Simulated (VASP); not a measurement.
# Zn2AsP3 (Cm) in VASP: further runs

The runs below take Zn2AsP3 through single point, with PBEsol, r2SCAN+rVV10.

Program: VASP 6.6.1. These are calculated values, not measurements. Logs are shortened: lines on timing, memory, paths and dates and some standing lists are left out, and cuts for length are marked.

## 1. The cell of the first run

It takes space group Cm (No. 8, monoclinic). Conventional cell: a = 8.784 Å, b = 4.529 Å, c = 5.880 Å, α = 90.00°, β = 121.99°, γ = 90.00°. Within 3.7 Å of Zn (site symmetry m) lie 9 P at 2.61 to 3.41 Å and 3 Zn at 2.64 to 3.63 Å and 4 As at 3.14 to 3.42 Å. Within 3.1 Å of Zn (site symmetry m) lie 3 P at 2.36 to 2.77 Å and 3 As at 2.49 to 3.05 Å and 2 Zn at 2.64 Å. As (site symmetry m) has 7 Zn at 2.49 to 3.42 Å and 9 P at 2.52 to 3.59 Å within 3.6 Å. Within 2.9 Å of P (site symmetry m) lie 3 P at 2.22 to 2.34 Å and 2 Zn at 2.45 to 2.81 Å. Within 3.0 Å of P (site symmetry m) lie 2 P at 2.22 to 2.36 Å and 2 As at 2.52 Å and 2 Zn at 2.77 to 2.92 Å. Within 3.3 Å of P (site symmetry m) lie 3 P at 2.34 to 2.36 Å and 4 Zn at 2.36 to 3.21 Å and 1 As at 3.18 Å.

## 2. Single point, PBEsol

File INCAR:

```
  PREC = Accurate
  ENCUT = 520
  EDIFF = 1E-7
  ISMEAR = -1
  SIGMA = 0.03
  LREAL = F
  LASPH = T
  NELM = 80
  ALGO = Normal
  ISIF = 2
  LWAVE = F
  LCHARG = F
  GGA = PS
  NBANDS = 31
```

File KPOINTS:

```
regular mesh
0
Gamma
  6 6 4
```

File POSCAR:

```
Zn2AsP3
1.0
    5.0986915502     -2.2643411590     -0.7091979289
    5.0986915502      2.2643411590     -0.7091979289
   -5.5914322112      0.0000000000      5.0736717766
Zn As P
2 1 3
Direct
    0.6456091000      0.6456091000      0.8787956613
    0.3799042215      0.3799042215      0.1447529309
    0.1772083316      0.1772083316      0.6264551757
    0.7159381640      0.7159381640      0.3265046589
    0.8454583331      0.8454583331      0.7490782333
    0.2358818598      0.2358818598      0.2744133400
```

Potentials or basis: VASP PAW PBE potentials, release 64 (Zn, As, P).

Command:

```
$ cat potpaw_PBE.64/Zn/POTCAR potpaw_PBE.64/As/POTCAR potpaw_PBE.64/P/POTCAR > POTCAR
$ mpirun -np 1 vasp_std > vasp.out
```

OUTCAR:

```text
PREC = Accurate
   ENCUT = 520
   EDIFF = 1E-7
   ISMEAR = -1
   LREAL = F
   LASPH = T
   NELM = 80
   ISIF = 2
   GGA = PS

 ion  position               nearest neighbor table
   1  0.646  0.646  0.879-   6 2.61   2 2.64   2 2.64   4 2.81   5 2.92
   2  0.380  0.380  0.145-   6 2.36   4 2.45   3 2.49   1 2.64   1 2.64   5 2.77
   3  0.177  0.177  0.626-   2 2.49   5 2.52   5 2.52
   4  0.716  0.716  0.327-   5 2.22   6 2.34   6 2.34   2 2.45   1 2.81
   5  0.845  0.845  0.749-   4 2.22   6 2.36   3 2.52   3 2.52   2 2.77   1 2.92
   6  0.236  0.236  0.274-   4 2.34   4 2.34   5 2.36   2 2.36   1 2.61

  Warning from LATTYP: Got some problem with cell dimensions!
  Tried to take original basis but could not verify dimensions!
  LATTYP: Found a base centered monoclinic cell.
 ALAT       =     8.7844010214
 B/A-ratio  =     0.5155368371
 C/A-ratio  =     0.6693821482
 COS(beta)  =    -0.5298327697

  Lattice vectors:

 A1 = (  -0.4927406610,  -2.2643411590,   4.3644738477)
 A2 = (  -0.4927406610,   2.2643411590,   4.3644738477)
 A3 = (  -4.6059508892,   0.0000000000,  -3.6552759188)

Analysis of symmetry for initial positions (statically):
=====================================================================
 Subroutine PRICEL returns:
 Original cell was already a primitive cell.

 Routine SETGRP: Setting up the symmetry group for a
 base centered monoclinic supercell.

 Subroutine GETGRP returns: Found  2 space group operations
 (whereof  2 operations were pure point group operations)
 out of a pool of  4 trial point group operations.

The static configuration has the point symmetry C_1h.

Analysis of symmetry for dynamics (positions and initial velocities):
=====================================================================
 Subroutine PRICEL returns:
 Original cell was already a primitive cell.

 Routine SETGRP: Setting up the symmetry group for a
 base centered monoclinic supercell.

 Subroutine GETGRP returns: Found  2 space group operations
 (whereof  2 operations were pure point group operations)
 out of a pool of  4 trial point group operations.

The dynamic configuration has the point symmetry C_1h.

 Subroutine INISYM returns: Found  2 space group operations
 (whereof  2 operations are pure point group operations),
 and found     1 'primitive' translations

----------------------------------------------------------------------------------------

                                     Primitive cell

  volume of cell :      99.1947

  direct lattice vectors                    reciprocal lattice vectors
     5.098691550 -2.264341159 -0.709197929     0.115817924 -0.220814782  0.127636966
     5.098691550  2.264341159 -0.709197929     0.115817924  0.220814782  0.127636966
    -5.591432211  0.000000000  5.073671777     0.032378063  0.000000000  0.232778113

  length of vectors
     5.623776143  5.623776143  7.550248967     0.280114539  0.280114539  0.235019125

  position of ions in fractional coordinates (direct lattice)
     0.645609100  0.645609100  0.878795661
     0.379904221  0.379904221  0.144752931
     0.177208332  0.177208332  0.626455176
     0.715938164  0.715938164  0.326504659
     0.845458333  0.845458333  0.749078233
     0.235881860  0.235881860  0.274413340

  ion indices of the primitive-cell ions
   primitive index   ion index
                 1           1
                 2           2
                 3           3
                 4           4
                 5           5
                 6           6

----------------------------------------------------------------------------------------

 KPOINTS: regular mesh

Automatic generation of k-mesh.
 Grid dimensions read from file:
 generate k-points for:    6    6    4

 Generating k-lattice:

  Cartesian coordinates                     Fractional coordinates (reciprocal lattice)
     0.019302987 -0.036802464  0.021272828     0.166666667  0.000000000  0.000000000
     0.019302987  0.036802464  0.021272828     0.000000000  0.166666667  0.000000000
     0.008094516  0.000000000  0.058194528     0.000000000  0.000000000  0.250000000

  Length of vectors
     0.046685756  0.046685756  0.058754781

  Shift w.r.t. Gamma in fractional coordinates (k-lattice)
     0.000000000  0.000000000  0.000000000

 Subroutine IBZKPT returns following result:
 ===========================================

 Found     47 irreducible k-points:

 Following reciprocal coordinates:
            Coordinates               Weight
  0.000000  0.000000  0.000000      1.000000
  0.166667  0.000000 -0.000000      4.000000
  0.333333 -0.000000 -0.000000      4.000000
  0.500000  0.000000  0.000000      2.000000
  0.166667  0.166667 -0.000000      2.000000
  0.333333  0.166667  0.000000      4.000000
[... 16 lines left out ...]
 -0.333333  0.166667  0.250000      4.000000
 -0.166667  0.166667  0.250000      4.000000
 [... further k-points ...]
   k-points           NKPTS =     47   k-points in BZ     NKDIM =     47   number of bands    NBANDS=     31
   number of dos      NEDOS =    301   number of ions     NIONS =      6
   total plane-waves  NPLWV =  98784
   dimension x,y,z NGX =    42 NGY =   42 NGZ =   56
   dimension x,y,z NGXF=    84 NGYF=   84 NGZF=  112
   ions per type =               2   1   3
   NGX,Y,Z   is equivalent  to a cutoff of  12.42, 12.42, 12.33 a.u.
   NGXF,Y,Z  is equivalent  to a cutoff of  24.83, 24.83, 24.66 a.u.
 SYSTEM =  unknown system
   PREC   = accura    normal or accurate (medium, high low for compatibility)
   ISTART =      0    job   : 0-new  1-cont  2-samecut
   ICHARG =      2    charge: 1-file 2-atom 10-const
   ISPIN  =      1    spin polarized calculation?
   LNONCOLLINEAR =      F non collinear calculations
   LSORBIT =      F    spin-orbit coupling
   LASPH  =      T    aspherical Exc in radial PAW
   ENCUT  =  520.0 eV  38.22 Ry    6.18 a.u.  10.46 10.46 14.04*2*pi/ulx,y,z
   NELM   =     80;   NELMIN=  2; NELMDL= -5     # of ELM steps
   EDIFF  = 0.1E-06   stopping-criterion for ELM
   LREAL  =      F    real-space projection
   EDIFFG = 0.1E-05   stopping-criterion for IOM
   NSW    =      0    number of steps for IOM
   IBRION =     -1    ionic relax: 0-MD 1-quasi-New 2-CG
   NFREE  =      0    steps in history (QN), initial steepest desc. (CG)
   ISIF   =      2    stress and relaxation
   ISYM   =      2    0-nonsym 1-usesym 2-fastsym
   POTIM  = 0.5000    time-step for ionic-motion
   TEBEG  =    0.0;   TEEND  =   0.0 temperature during run
   PSTRESS=    0.0 pullay stress
   NELECT =      44.0000    total number of electrons
   NUPDOWN=      -1.0000    fix difference up-down
   EMIN   =  10.00;   EMAX   =-10.00  energy-range for DOS
   EFERMI =   0.00;   METHOD = LEGACY
   ISMEAR =    -1;   SIGMA  =   0.03  broadening in eV -4-tet -1-fermi 0-gaus
   EFERMI_NEDOS =   21; number of points for ismear=-14 and -15
   IALGO  =     38    algorithm
   IMIX   =      4    mixing-type and parameters
     AMIX     =   0.40;   BMIX     =  1.00
     AMIX_MAG =   1.60;   BMIX_MAG =  1.00
  volume/ion in A,a.u.               =      16.53       111.57
  Fermi-wavevector in a.u.,A,eV,Ry     =   1.248522  2.359365 21.208863  1.558807
  Thomas-Fermi vector in A             =   2.382605
   LORBIT       =      0    0 simple, 1 ext, 2 COOP (PROOUT), +10 PAW based schemes
   GGA     = PS    functional components
   LHFCALC =     F    Hartree Fock is set to
   AEXX    =    0.0000 exact exchange contribution
   IVDW    =     0    specifies the selected vdW correction
   LEPSILON=     F    determine dielectric tensor
   LRPA    =     F    only Hartree local field effects (RPA)
 non-spin polarized calculation
  energy-cutoff  :      520.00
  volume of cell :       99.19
 maximum number of plane-waves:      2696
 NGX is ok and might be reduce to    42
   NGX = 21   NGY = 21   NGZ = 29

 number of electron      44.0000002 magnetization

 Free energy of the ion-electron system (eV)
  ---------------------------------------------------
  ext. energy  EPLUGINS =         0.00000000
  ---------------------------------------------------
  free energy    TOTEN  =       -24.32393908 eV

  energy without entropy =      -24.31874761  energy(sigma->0) =      -24.32134335

 E-fermi :   6.2291     XC(G=0): -11.0307

 val. band max:        6.2271047767   @ k =   0.3333   0.1667   0.5000
 cond. band min:       6.2333200177   @ k =   0.3333   0.3333  -0.0000
 fundamental gap:      0.0062152409
 Fermi energy:         6.2291495448

 k-point     1 :       0.0000    0.0000    0.0000
  band No.  band energies     occupation
      1      -9.0407      2.00000
      2      -5.1871      2.00000
      3      -3.3195      2.00000
      4      -2.3085      2.00000
      5      -1.7330      2.00000
      6      -1.6968      2.00000
[... 23 lines left out ...]
     30      12.2656      0.00000
     31      13.6098      0.00000

 k-point     2 :       0.1667    0.0000   -0.0000
  band No.  band energies     occupation
      1      -8.7842      2.00000
      2      -5.2801      2.00000
      3      -3.8477      2.00000
      4      -2.8556      2.00000
      5      -1.7277      2.00000
      6      -1.6646      2.00000
[... 23 lines left out ...]
     30      13.0293      0.00000
     31      13.1671      0.00000

 k-point     3 :       0.3333   -0.0000   -0.0000
  band No.  band energies     occupation
      1      -8.0524      2.00000
      2      -5.4617      2.00000
      3      -5.0890      2.00000
      4      -3.5842      2.00000
      5      -1.7645      2.00000
      6      -1.6997      2.00000
[... 23 lines left out ...]
     30      11.8751      0.00000
     31      12.4895      0.00000

 k-point     4 :       0.5000    0.0000    0.0000
  band No.  band energies     occupation
      1      -7.2540      2.00000
      2      -6.3052      2.00000
      3      -5.3022      2.00000
      4      -3.9485      2.00000
      5      -1.7711      2.00000
      6      -1.7089      2.00000
[... 23 lines left out ...]
     30      10.8168      0.00000
     31      12.3263      0.00000

 k-point     5 :       0.1667    0.1667   -0.0000
  band No.  band energies     occupation
      1      -8.7251      2.00000
      2      -5.8815      2.00000
      3      -3.7611      2.00000
      4      -1.9476      2.00000
      5      -1.6952      2.00000
      6      -1.6828      2.00000
[... 23 lines left out ...]
     30      11.9092      0.00000
     31      12.8015      0.00000
[... 542 lines left out ...]
     30      11.1739      0.00000
     31      12.2966      0.00000

 k-point    22 :       0.5000    0.1667    0.2500
  band No.  band energies     occupation
      1      -7.3275      2.00000
      2      -6.3333      2.00000
      3      -5.6715      2.00000
      4      -2.8390      2.00000
      5      -1.7286      2.00000
      6      -1.6497      2.00000
[... 23 lines left out ...]
     30      11.5973      0.00000
     31      12.6493      0.00000

 k-point    23 :      -0.3333    0.1667    0.2500
  band No.  band energies     occupation
      1      -7.4833      2.00000
      2      -6.2394      2.00000
      3      -5.1416      2.00000
      4      -3.5804      2.00000
      5      -1.7364      2.00000
      6      -1.6330      2.00000
[... 23 lines left out ...]
     30      11.4712      0.00000
     31      12.4976      0.00000

 k-point    24 :      -0.1667    0.1667    0.2500
  band No.  band energies     occupation
      1      -7.9768      2.00000
      2      -5.6141      2.00000
      3      -5.1441      2.00000
      4      -3.4174      2.00000
      5      -1.7142      2.00000
      6      -1.6633      2.00000
[... 23 lines left out ...]
     30      11.5152      0.00000
     31      12.5007      0.00000

 [... further k-points ...]

------------------------ aborting loop because EDIFF is reached ----------------------------------------

  FORCE on cell =-STRESS in cart. coord.  units (eV):
  Direction    XX          YY          ZZ          XY          YZ          ZX
  --------------------------------------------------------------------------------------
  -------------------------------------------------------------------------------------
  Total        0.1424009      0.1447813      0.1145855      0.0000000      0.0000000     -0.0039506
  in kB        2.3000380      2.3384844      1.8507666      0.0000000      0.0000000     -0.0638102
  external PRESSURE =       2.1630963 kB  Pullay stress =       0.0000000 kB

 VOLUME and BASIS-vectors are now :
 -----------------------------------------------------------------------------
  energy-cutoff  :      520.00
  volume of cell :       99.19
      direct lattice vectors                 reciprocal lattice vectors
     5.098691550 -2.264341159 -0.709197929     0.115817924 -0.220814782  0.127636966
     5.098691550  2.264341159 -0.709197929     0.115817924  0.220814782  0.127636966
    -5.591432211  0.000000000  5.073671777     0.032378063  0.000000000  0.232778113

 POSITION                                       TOTAL-FORCE (eV/Angst)
 -----------------------------------------------------------------------------------
      1.66980      0.00000      3.54299        -0.000556      0.000000      0.001200
      3.06465      0.00000      0.19557        -0.005490      0.000000      0.009721
     -1.69572      0.00000      2.92708        -0.005177      0.000000     -0.020524
      5.47507      0.00000      0.64109         0.003633      0.000000      0.016941
      4.43304      0.00000      2.60138         0.017466      0.000000     -0.006473
      0.87101      0.00000      1.05771        -0.009877      0.000000     -0.000865
 -----------------------------------------------------------------------------------
    total drift:                               -0.000652      0.000000      0.000065

  FREE ENERGIE OF THE ION-ELECTRON SYSTEM (eV)
  ---------------------------------------------------
  free  energy   TOTEN  =       -24.3239390776 eV

  energy  without entropy=      -24.3187476147  energy(sigma->0) =      -24.32134335
```

Wall time 2.5 min (1 thread of AMD EPYC 9R45 (Zen 5), shared host); peak memory 0.34 GiB.

Results:

```yaml
Free_energy: -24.3239 eV
Pressure: 0.2 GPa
Largest_force: 0.021 eV/Å
Band_gap_on_the_k_mesh: zero (bands 22 and 23 overlap by 1.43 eV)
```

Forces on the atoms (eV/Å):
```
Zn  -0.001  0.000  0.001
Zn  -0.005  0.000  0.010
As  -0.005  0.000 -0.021
P    0.004  0.000  0.017
P    0.017  0.000 -0.006
P   -0.010  0.000 -0.001
```

Levels at points of the mesh, in eV from the Fermi level:
| k point | band 20 | band 21 | band 22 | band 23 | band 24 | band 25 |
| --- | --- | --- | --- | --- | --- | --- |
| (0.00, 0.00, 0.00) | -2.79 | -2.22 | -1.72 | -0.90 | -0.18 | 0.85 |
| (0.50, 0.00, 0.00) | -1.85 | -1.57 | 0.21 | 0.67 | 0.99 | 1.16 |
| (0.50, 0.50, 0.00) | -1.59 | -1.25 | 0.31 | 0.64 | 0.97 | 1.74 |
| (0.00, 0.00, 0.50) | -2.81 | -2.32 | 0.40 | 0.49 | 1.52 | 2.70 |
| (0.50, 0.00, 0.50) | -2.63 | -0.90 | 0.11 | 1.07 | 1.34 | 2.84 |
| (0.50, 0.50, 0.50) | -2.32 | -1.74 | -1.58 | 0.67 | 0.79 | 1.30 |

Caveat: the PAW data sets were made with another functional, which shifts forces and pressure a little.

## 3. Single point, r2SCAN+rVV10

This run uses another cell than the first one, of 17.04 Å³/atom.

File POSCAR:

```
Zn2AsP3
1.0
    5.0812592960     -2.2675101165     -0.7266780585
    5.0812592960      2.2675101165     -0.7266780585
   -5.5676461621      0.0000000000      5.2322944902
Zn As P
2 1 3
Direct
    0.6311926546      0.6311926546      0.8622450440
    0.3813641093      0.3813641093      0.1448603538
    0.1907468398      0.1907468398      0.6517614737
    0.7206526463      0.7206526463      0.3339574798
    0.8480447962      0.8480447962      0.7488328023
    0.2279989637      0.2279989637      0.2583428465
```

File INCAR.step1:

```
SYSTEM = Zn2AsP3
PREC = Accurate ; ENCUT = 520
ISMEAR = -1 ; SIGMA = 0.03
LREAL = .False. ; LASPH = .True.
NELM = 80 ; NBANDS = 31
GGA = PE ; ALGO = Normal
EDIFF = 1E-4 ; LWAVE = .True.
LCHARG = .False.
```

File INCAR.step2:

```
SYSTEM = Zn2AsP3
PREC = Accurate ; ENCUT = 520
EDIFF = 1E-6 ; ISMEAR = -1
SIGMA = 0.03 ; LREAL = .False.
LASPH = .True. ; NELM = 80
ALGO = Normal ; ISIF = 2
LWAVE = .False. ; LCHARG = .True.
METAGGA = R2SCAN ; LMIXTAU = .True.
LUSE_VDW = .True. ; IVDW_NL = 2
BPARAM = 11.95 ; CPARAM = 0.0093
LELF = .True. ; LVHAR = .True.
NBANDS = 31 ; ISTART = 1
```

File KPOINTS:

```
Automatic mesh
0
Gamma
  6 6 6
  0 0 0
```

Potentials or basis: VASP PAW PBE potentials, release 64 (Zn, As, P).

Command:

```
$ cat potpaw_PBE.64/Zn/POTCAR potpaw_PBE.64/As/POTCAR potpaw_PBE.64/P/POTCAR > POTCAR
$ cp INCAR.step1 INCAR
$ mpirun -np 1 vasp_std > vasp.out
$ cp INCAR.step2 INCAR
$ mpirun -np 1 vasp_std > vasp.out
```

Run time: 15 min. Hardware: 1 thread of AMD EPYC 9R45 (Zen 5), shared host; peak memory 0.81 GiB.

The run converged. Its results:

```yaml
Free_energy: -56.7614 eV
Pressure: 0.1 GPa
Largest_force: 0.059 eV/Å
Band_gap_on_the_k_mesh: zero (bands 22 and 23 overlap by 1.75 eV)
```

Forces in eV/Å, atoms in the order of the input:
```
Zn   0.001  0.000 -0.001
Zn  -0.003  0.000  0.014
As   0.000  0.000 -0.025
P   -0.024  0.000  0.054
P    0.043  0.000 -0.019
P   -0.018  0.000 -0.023
```

Stress tensor (GPa, compression positive):
```
0.11 0.00 0.05
0.00 0.05 0.00
0.05 0.00 0.01
```

Levels at points of the mesh, in eV from the Fermi level:
| k point | band 20 | band 21 | band 22 | band 23 | band 24 | band 25 |
| --- | --- | --- | --- | --- | --- | --- |
| (0.00, 0.00, 0.00) | -2.73 | -2.41 | -1.82 | -0.58 | -0.24 | 1.44 |
| (0.50, 0.00, 0.00) | -1.96 | -1.59 | 0.19 | 0.94 | 1.08 | 1.61 |
| (0.50, 0.50, 0.00) | -1.61 | -1.34 | 0.54 | 0.73 | 1.38 | 1.71 |
| (0.00, 0.00, 0.50) | -2.77 | -2.70 | 0.22 | 0.53 | 1.24 | 2.39 |
| (0.50, 0.00, 0.50) | -2.38 | -1.12 | 0.16 | 1.31 | 1.70 | 3.09 |
| (0.50, 0.50, 0.50) | -2.46 | -2.02 | -1.59 | 1.10 | 1.11 | 1.87 |

Caveat: the PAW data sets were made with another functional, which shifts forces and pressure a little.

The gap in the log of VASP goes by the Fermi energy; the results here count the filled bands.